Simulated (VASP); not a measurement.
# SiC (F-43m) in VASP: a series of runs

Runs on SiC. Level: PBE. Tasks: single point.

All numbers are computed with VASP 6.6.1; they aren't measurements. Logs are shortened: lines on timing, memory, paths and dates and some standing lists are left out, and cuts for length are marked.

### Step 1. The cell of the first run

Symmetry: F-43m, No. 216, cubic system. The conventional cell has a = 4.466 Å, b = 4.466 Å, c = 4.466 Å, α = 90.00°, β = 90.00°, γ = 90.00°. Si (site symmetry -43m) has 4 C at 1.93 Å within 2.6 Å. C (site symmetry -43m) has 4 Si at 1.93 Å within 2.6 Å.

### Step 2. Single point, PBE (volume scaled by 1.06)

INCAR reads:

```
  PREC = Accurate
  ENCUT = 520
  EDIFF = 1E-7
  ISMEAR = 0
  SIGMA = 0.02
  LREAL = False
  LASPH = True
  NELM = 60
  ALGO = Normal
  ISIF = 2
  LWAVE = False
  LCHARG = False
  GGA = PE
  NBANDS = 11
```

KPOINTS reads:

```
Automatic mesh
0
Gamma
  10 10 10
```

POSCAR reads:

```
SiC
1.0
    0.0000000000      2.2328170736      2.2328170736
    2.2328170736      0.0000000000      2.2328170736
    2.2328170736      2.2328170736      0.0000000000
Si C
1 1
Direct
    0.0000000000      0.0000000000      0.0000000000
    0.2500000000      0.2500000000      0.2500000000
```

Potentials or basis: VASP PAW PBE potentials, release 64 (Si, C).

The run is started by

```
cat potpaw_PBE.64/Si/POTCAR potpaw_PBE.64/C/POTCAR > POTCAR
mpirun -np 1 vasp_std > vasp.out
```

OUTCAR:

```text
PREC = Accurate
   ENCUT = 520
   EDIFF = 1E-7
   ISMEAR = 0
   LREAL = False
   LASPH = True
   NELM = 60
   ISIF = 2
   GGA = PE

 ion  position               nearest neighbor table
   1  0.000  0.000  0.000-   2 1.93   2 1.93   2 1.93   2 1.93
   2  0.250  0.250  0.250-   1 1.93   1 1.93   1 1.93   1 1.93

  LATTYP: Found a face centered cubic cell.
 ALAT       =     4.4656341472

  Lattice vectors:

 A1 = (   0.0000000000,   2.2328170736,   2.2328170736)
 A2 = (   2.2328170736,   0.0000000000,   2.2328170736)
 A3 = (   2.2328170736,   2.2328170736,   0.0000000000)

Analysis of symmetry for initial positions (statically):
=====================================================================
 Subroutine PRICEL returns:
 Original cell was already a primitive cell.

 Routine SETGRP: Setting up the symmetry group for a
 face centered cubic supercell.

 Subroutine GETGRP returns: Found 24 space group operations
 (whereof 24 operations were pure point group operations)
 out of a pool of 48 trial point group operations.

The static configuration has the point symmetry T_d .

Analysis of symmetry for dynamics (positions and initial velocities):
=====================================================================
 Subroutine PRICEL returns:
 Original cell was already a primitive cell.

 Routine SETGRP: Setting up the symmetry group for a
 face centered cubic supercell.

 Subroutine GETGRP returns: Found 24 space group operations
 (whereof 24 operations were pure point group operations)
 out of a pool of 48 trial point group operations.

The dynamic configuration has the point symmetry T_d .

 Subroutine INISYM returns: Found 24 space group operations
 (whereof 24 operations are pure point group operations),
 and found     1 'primitive' translations

----------------------------------------------------------------------------------------

                                     Primitive cell

  volume of cell :      22.2633

  direct lattice vectors                    reciprocal lattice vectors
     0.000000000  2.232817074  2.232817074    -0.223932361  0.223932361  0.223932361
     2.232817074  0.000000000  2.232817074     0.223932361 -0.223932361  0.223932361
     2.232817074  2.232817074  0.000000000     0.223932361  0.223932361 -0.223932361

  length of vectors
     3.157680188  3.157680188  3.157680188     0.387862228  0.387862228  0.387862228

  position of ions in fractional coordinates (direct lattice)
     0.000000000  0.000000000  0.000000000
     0.250000000  0.250000000  0.250000000

  ion indices of the primitive-cell ions
   primitive index   ion index
                 1           1
                 2           2

----------------------------------------------------------------------------------------

 KPOINTS: Automatic mesh

Automatic generation of k-mesh.
 Grid dimensions read from file:
 generate k-points for:   10   10   10

 Generating k-lattice:

  Cartesian coordinates                     Fractional coordinates (reciprocal lattice)
    -0.022393236  0.022393236  0.022393236     0.100000000  0.000000000  0.000000000
     0.022393236 -0.022393236  0.022393236     0.000000000  0.100000000  0.000000000
     0.022393236  0.022393236 -0.022393236     0.000000000  0.000000000  0.100000000

  Length of vectors
     0.038786223  0.038786223  0.038786223

  Shift w.r.t. Gamma in fractional coordinates (k-lattice)
     0.000000000  0.000000000  0.000000000

 Subroutine IBZKPT returns following result:
 ===========================================

 Found     47 irreducible k-points:

 Following reciprocal coordinates:
            Coordinates               Weight
  0.000000  0.000000  0.000000      1.000000
  0.100000  0.000000  0.000000      8.000000
  0.200000  0.000000  0.000000      8.000000
  0.300000  0.000000  0.000000      8.000000
  0.400000  0.000000  0.000000      8.000000
  0.500000  0.000000  0.000000      4.000000
[... 16 lines left out ...]
  0.300000  0.300000  0.000000      6.000000
  0.400000  0.300000  0.000000     24.000000
 [... further k-points ...]
   k-points           NKPTS =     47   k-points in BZ     NKDIM =     47   number of bands    NBANDS=     11
   number of dos      NEDOS =    301   number of ions     NIONS =      2
   total plane-waves  NPLWV =  13824
   dimension x,y,z NGX =    24 NGY =   24 NGZ =   24
   dimension x,y,z NGXF=    48 NGYF=   48 NGZF=   48
   ions per type =               1   1
   NGX,Y,Z   is equivalent  to a cutoff of  12.64, 12.64, 12.64 a.u.
   NGXF,Y,Z  is equivalent  to a cutoff of  25.27, 25.27, 25.27 a.u.
 SYSTEM =  unknown system
   PREC   = accura    normal or accurate (medium, high low for compatibility)
   ISTART =      0    job   : 0-new  1-cont  2-samecut
   ICHARG =      2    charge: 1-file 2-atom 10-const
   ISPIN  =      1    spin polarized calculation?
   LNONCOLLINEAR =      F non collinear calculations
   LSORBIT =      F    spin-orbit coupling
   LASPH  =      T    aspherical Exc in radial PAW
   ENCUT  =  520.0 eV  38.22 Ry    6.18 a.u.   5.87  5.87  5.87*2*pi/ulx,y,z
   NELM   =     60;   NELMIN=  2; NELMDL= -5     # of ELM steps
   EDIFF  = 0.1E-06   stopping-criterion for ELM
   LREAL  =      F    real-space projection
   EDIFFG = 0.1E-05   stopping-criterion for IOM
   NSW    =      0    number of steps for IOM
   IBRION =     -1    ionic relax: 0-MD 1-quasi-New 2-CG
   NFREE  =      0    steps in history (QN), initial steepest desc. (CG)
   ISIF   =      2    stress and relaxation
   ISYM   =      2    0-nonsym 1-usesym 2-fastsym
   POTIM  = 0.5000    time-step for ionic-motion
   TEBEG  =    0.0;   TEEND  =   0.0 temperature during run
   PSTRESS=    0.0 pullay stress
   NELECT =       8.0000    total number of electrons
   NUPDOWN=      -1.0000    fix difference up-down
   EMIN   =  10.00;   EMAX   =-10.00  energy-range for DOS
   EFERMI =   0.00;   METHOD = LEGACY
   ISMEAR =     0;   SIGMA  =   0.02  broadening in eV -4-tet -1-fermi 0-gaus
   EFERMI_NEDOS =   21; number of points for ismear=-14 and -15
   IALGO  =     38    algorithm
   IMIX   =      4    mixing-type and parameters
     AMIX     =   0.40;   BMIX     =  1.00
     AMIX_MAG =   1.60;   BMIX_MAG =  1.00
  volume/ion in A,a.u.               =      11.13        75.12
  Fermi-wavevector in a.u.,A,eV,Ry     =   1.163880  2.199415 18.430691  1.354618
  Thomas-Fermi vector in A             =   2.300425
   LORBIT       =      0    0 simple, 1 ext, 2 COOP (PROOUT), +10 PAW based schemes
   GGA     = PE    functional components
   LHFCALC =     F    Hartree Fock is set to
   AEXX    =    0.0000 exact exchange contribution
   IVDW    =     0    specifies the selected vdW correction
   LEPSILON=     F    determine dielectric tensor
   LRPA    =     F    only Hartree local field effects (RPA)
 non-spin polarized calculation
 Gauss-broadening in eV      SIGMA  =   0.02
  energy-cutoff  :      520.00
  volume of cell :       22.26
 maximum number of plane-waves:       612
   NGX = 11   NGY = 11   NGZ = 11

 number of electron       8.0000000 magnetization

 Free energy of the ion-electron system (eV)
  ---------------------------------------------------
  ext. energy  EPLUGINS =         0.00000000
  ---------------------------------------------------
  free energy    TOTEN  =       -15.01531377 eV

  energy without entropy =      -15.01531377  energy(sigma->0) =      -15.01531377

 E-fermi :   7.4283     XC(G=0): -11.0392

 val. band max:        7.3061648194   @ k =   0.0000   0.0000   0.0000
 cond. band min:       8.7271194328   @ k =   0.5000   0.5000   0.0000
 fundamental gap:      1.4209546133
 Fermi energy:         7.4282725680

 k-point     1 :       0.0000    0.0000    0.0000
  band No.  band energies     occupation
      1      -7.5343      2.00000
      2       7.3062      2.00000
      3       7.3062      2.00000
      4       7.3062      2.00000
      5      12.6881      0.00000
      6      14.1235      0.00000
      7      14.1235      0.00000
      8      14.1235      0.00000
      9      21.3947      0.00000
     10      21.3947      0.00000
     11      22.6827      0.00000

 k-point     2 :       0.1000    0.0000    0.0000
  band No.  band energies     occupation
      1      -7.3501      2.00000
      2       6.3040      2.00000
      3       7.1746      2.00000
      4       7.1746      2.00000
      5      13.0414      0.00000
      6      14.3184      0.00000
      7      14.3564      0.00000
      8      14.3564      0.00000
      9      20.5083      0.00000
     10      20.5083      0.00000
     11      22.9095      0.00000

 k-point     3 :       0.2000    0.0000    0.0000
  band No.  band energies     occupation
      1      -6.8065      2.00000
      2       4.2519      2.00000
      3       6.8731      2.00000
      4       6.8731      2.00000
      5      12.8593      0.00000
      6      14.7285      0.00000
      7      14.7285      0.00000
      8      15.4290      0.00000
      9      19.8635      0.00000
     10      19.8635      0.00000
     11      22.1210      0.00000

 k-point     4 :       0.3000    0.0000    0.0000
  band No.  band energies     occupation
      1      -5.9408      2.00000
      2       2.0466      2.00000
      3       6.5628      2.00000
      4       6.5628      2.00000
      5      12.4600      0.00000
      6      14.6814      0.00000
      7      14.6814      0.00000
      8      16.4818      0.00000
      9      20.5679      0.00000
     10      20.5679      0.00000
     11      21.7588      0.00000

 k-point     5 :       0.4000    0.0000    0.0000
  band No.  band energies     occupation
      1      -4.8837      2.00000
      2       0.1152      2.00000
      3       6.3480      2.00000
      4       6.3480      2.00000
      5      12.1844      0.00000
      6      14.3825      0.00000
      7      14.3825      0.00000
      8      16.8999      0.00000
      9      22.2261      0.00000
     10      22.3309      0.00000
     11      22.3309      0.00000
[... 211 lines left out ...]
 k-point    21 :      -0.3000    0.2000    0.0000
  band No.  band energies     occupation
      1      -4.6648      2.00000
      2       1.0985      2.00000
      3       3.6500      2.00000
      4       6.1636      2.00000
      5      12.6248      0.00000
      6      14.9787      0.00000
      7      15.6319      0.00000
      8      16.9174      0.00000
      9      19.6248      0.00000
     10      22.0023      0.00000
     11      25.5094      0.00000

 k-point    22 :      -0.2000    0.2000    0.0000
  band No.  band energies     occupation
      1      -5.6490      2.00000
      2       2.6128      2.00000
      3       4.2305      2.00000
      4       6.6607      2.00000
      5      13.4755      0.00000
      6      14.7070      0.00000
      7      15.2136      0.00000
      8      15.8865      0.00000
      9      18.5467      0.00000
     10      22.0166      0.00000
     11      25.5804      0.00000

 k-point    23 :       0.3000    0.3000    0.0000
  band No.  band energies     occupation
      1      -5.3957      2.00000
      2       2.9646      2.00000
      3       5.0482      2.00000
      4       5.0482      2.00000
      5      10.3554      0.00000
      6      12.6361      0.00000
      7      18.1385      0.00000
      8      18.1385      0.00000
      9      18.9001      0.00000
     10      23.8437      0.00000
     11      27.9150      0.00000

 k-point    24 :       0.4000    0.3000    0.0000
  band No.  band energies     occupation
      1      -4.5837      2.00000
      2       1.8035      2.00000
      3       4.3015      2.00000
      4       4.7967      2.00000
      5      10.1176      0.00000
      6      12.6293      0.00000
      7      18.1650      0.00000
      8      18.5558      0.00000
      9      20.2426      0.00000
     10      24.7242      0.00000
     11      27.4177      0.00000

 [... further k-points ...]
[... 5 lines left out ...]
  --------------------------------------------------------------------------------------
  -------------------------------------------------------------------------------------
  Total       -1.5379689     -1.5379689     -1.5379689     -0.0000000     -0.0000000      0.0000000
  in kB     -110.6798899   -110.6798899   -110.6798899     -0.0000000     -0.0000000      0.0000000
  external PRESSURE =    -110.6798899 kB  Pullay stress =       0.0000000 kB

 VOLUME and BASIS-vectors are now :
 -----------------------------------------------------------------------------
  energy-cutoff  :      520.00
  volume of cell :       22.26
      direct lattice vectors                 reciprocal lattice vectors
     0.000000000  2.232817074  2.232817074    -0.223932361  0.223932361  0.223932361
     2.232817074  0.000000000  2.232817074     0.223932361 -0.223932361  0.223932361
     2.232817074  2.232817074  0.000000000     0.223932361  0.223932361 -0.223932361

 POSITION                                       TOTAL-FORCE (eV/Angst)
 -----------------------------------------------------------------------------------
      0.00000      0.00000      0.00000         0.000000      0.000000      0.000000
      1.11641      1.11641      1.11641        -0.000000     -0.000000     -0.000000
 -----------------------------------------------------------------------------------
    total drift:                                0.000000      0.000000      0.000000

  FREE ENERGIE OF THE ION-ELECTRON SYSTEM (eV)
  ---------------------------------------------------
  free  energy   TOTEN  =       -15.0153137732 eV

  energy  without entropy=      -15.0153137732  energy(sigma->0) =      -15.01531377
```

Wall time 8 s (1 thread of Intel Xeon Platinum 8259CL at 2.50GHz (Skylake/Cascade Lake), shared host); peak memory 0.13 GiB.

Results:

```
Free energy            : -15.0153 eV
Pressure               : -11.1 GPa
Band gap on the k mesh : 1.42 eV, indirect (least direct gap 4.46 eV)
```

Levels at points of the mesh, in eV from the valence-band top:
| k point | band 1 | band 2 | band 3 | band 4 | band 5 | band 6 | band 7 | band 8 | band 9 |
| --- | --- | --- | --- | --- | --- | --- | --- | --- | --- |
| (0.00, 0.00, 0.00) | -14.84 | 0.00 | 0.00 | 0.00 | 5.38 | 6.82 | 6.82 | 6.82 | 14.09 |
| (0.50, 0.00, 0.00) | -11.54 | -8.14 | -1.03 | -1.03 | 4.78 | 6.93 | 6.93 | 9.65 | 15.35 |
| (0.50, 0.50, 0.00) | -10.16 | -7.57 | -3.04 | -3.04 | 1.42 | 4.07 | 13.19 | 13.19 | 13.85 |

### Step 3. Single point, PBE (volume scaled by 1.10)

INCAR reads:

```
PREC = Accurate ; ENCUT = 520
EDIFF = 1E-6 ; ISMEAR = 0
SIGMA = 0.02 ; LREAL = F
LASPH = T ; NELM = 60
ALGO = Normal ; ISIF = 2
LWAVE = F ; LCHARG = F
GGA = PE ; NBANDS = 11
```

KPOINTS is that of step 2.

POSCAR reads:

```
SiC
1.0
    0.0000000000      2.2605567680      2.2605567680
    2.2605567680      0.0000000000      2.2605567680
    2.2605567680      2.2605567680      0.0000000000
Si C
1 1
Direct
    0.0000000000      0.0000000000      0.0000000000
    0.2500000000      0.2500000000      0.2500000000
```

Potentials or basis: VASP PAW PBE potentials, release 64 (Si, C).

The run is started by

```
cat potpaw_PBE.64/Si/POTCAR potpaw_PBE.64/C/POTCAR > POTCAR
mpirun -np 1 vasp_std > vasp.out
```

OUTCAR:

```text
PREC = Accurate
   ENCUT = 520
   EDIFF = 1E-6
   ISMEAR = 0
   LREAL = F
   LASPH = T
   NELM = 60
   ISIF = 2
   GGA = PE

 ion  position               nearest neighbor table
   1  0.000  0.000  0.000-   2 1.96   2 1.96   2 1.96   2 1.96
   2  0.250  0.250  0.250-   1 1.96   1 1.96   1 1.96   1 1.96

  LATTYP: Found a face centered cubic cell.
 ALAT       =     4.5211135360

  Lattice vectors:

 A1 = (   0.0000000000,   2.2605567680,   2.2605567680)
 A2 = (   2.2605567680,   0.0000000000,   2.2605567680)
 A3 = (   2.2605567680,   2.2605567680,   0.0000000000)

Analysis of symmetry for initial positions (statically):
=====================================================================
 Subroutine PRICEL returns:
 Original cell was already a primitive cell.

 Routine SETGRP: Setting up the symmetry group for a
 face centered cubic supercell.

 Subroutine GETGRP returns: Found 24 space group operations
 (whereof 24 operations were pure point group operations)
 out of a pool of 48 trial point group operations.

The static configuration has the point symmetry T_d .

Analysis of symmetry for dynamics (positions and initial velocities):
[... 165 lines left out ...]

 k-point     1 :       0.0000    0.0000    0.0000
  band No.  band energies     occupation
      1      -7.6483      2.00000
      2       6.9164      2.00000
      3       6.9164      2.00000
      4       6.9164      2.00000
      5      11.8721      0.00000
      6      13.4994      0.00000
      7      13.4994      0.00000
      8      13.4994      0.00000
      9      20.8008      0.00000
     10      20.8008      0.00000
     11      21.7613      0.00000
[... 309 lines left out ...]
 k-point    24 :       0.4000    0.3000    0.0000
  band No.  band energies     occupation
      1      -4.7914      2.00000
      2       1.4492      2.00000
      3       3.9859      2.00000
      4       4.4655      2.00000
      5       9.6957      0.00000
      6      12.0882      0.00000
      7      17.4082      0.00000
      8      17.8302      0.00000
      9      19.4542      0.00000
     10      24.0141      0.00000
     11      26.4416      0.00000

 [... further k-points ...]
[... 5 lines left out ...]
  --------------------------------------------------------------------------------------
  -------------------------------------------------------------------------------------
  Total       -2.4197557     -2.4197557     -2.4197557      0.0000000      0.0000000      0.0000000
  in kB     -167.8053700   -167.8053700   -167.8053700      0.0000000      0.0000000      0.0000000
  external PRESSURE =    -167.8053700 kB  Pullay stress =       0.0000000 kB

 VOLUME and BASIS-vectors are now :
 -----------------------------------------------------------------------------
  energy-cutoff  :      520.00
  volume of cell :       23.10
      direct lattice vectors                 reciprocal lattice vectors
     0.000000000  2.260556768  2.260556768    -0.221184448  0.221184448  0.221184448
     2.260556768  0.000000000  2.260556768     0.221184448 -0.221184448  0.221184448
     2.260556768  2.260556768  0.000000000     0.221184448  0.221184448 -0.221184448

 POSITION                                       TOTAL-FORCE (eV/Angst)
 -----------------------------------------------------------------------------------
      0.00000      0.00000      0.00000         0.000000      0.000000      0.000000
      1.13028      1.13028      1.13028        -0.000000     -0.000000     -0.000000
 -----------------------------------------------------------------------------------
    total drift:                                0.000000      0.000000      0.000000

  FREE ENERGIE OF THE ION-ELECTRON SYSTEM (eV)
  ---------------------------------------------------
  free  energy   TOTEN  =       -14.9420065467 eV

  energy  without entropy=      -14.9420065467  energy(sigma->0) =      -14.94200655
```

Run time: 6.8 s. Hardware: 1 thread of Intel Xeon Platinum 8259CL at 2.50GHz (Skylake/Cascade Lake), shared host; peak memory 0.13 GiB.

What came out:

```
Free energy            : -14.9420 eV
Pressure               : -16.8 GPa
Band gap on the k mesh : 1.45 eV, indirect (least direct gap 4.42 eV)
```
